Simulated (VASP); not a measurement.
Mg2Sn: vibrations by perturbation theory with PBEsol

Mg2Sn:

```
Mg Sn
1.0
     0.00000    3.37287    3.37287
     3.37287    0.00000    3.37287
     3.37287    3.37287    0.00000
Mg Sn
2 1
Direct
  0.25000 0.25000 0.25000
  0.75000 0.75000 0.75000
  0.00000 0.00000 0.00000
```

* Program: VASP 6.6.1
* Task: vibrations by perturbation theory
* Functional: PBEsol
* Potentials or basis: VASP PAW PBE potentials, release 64 (Mg, Sn_d)
* Cutoff: 600 eV
* k mesh: 10 × 10 × 10
* Occupations: methfessel-paxton, width 0.2 eV
* Spin: no spin polarisation
* Dipole correction: no
* Further INCAR settings: ALGO = Normal; EDIFF = 1e-08; NBANDS = 16; IBRION = 8; NSW = 1

```yaml
Highest_phonon_frequency_at_Γ: 215 cm⁻¹
```

Phonon frequencies in cm⁻¹ (negative: imaginary):
```tsv
q point	frequencies
(0.000, 0.000, 0.000)	0 0 0 191 191 191 215 215 215
```

It took 19 min on 1 thread of Oxide Virtual Turin-like Processor, on a shared host, peak memory 0.7 GiB.
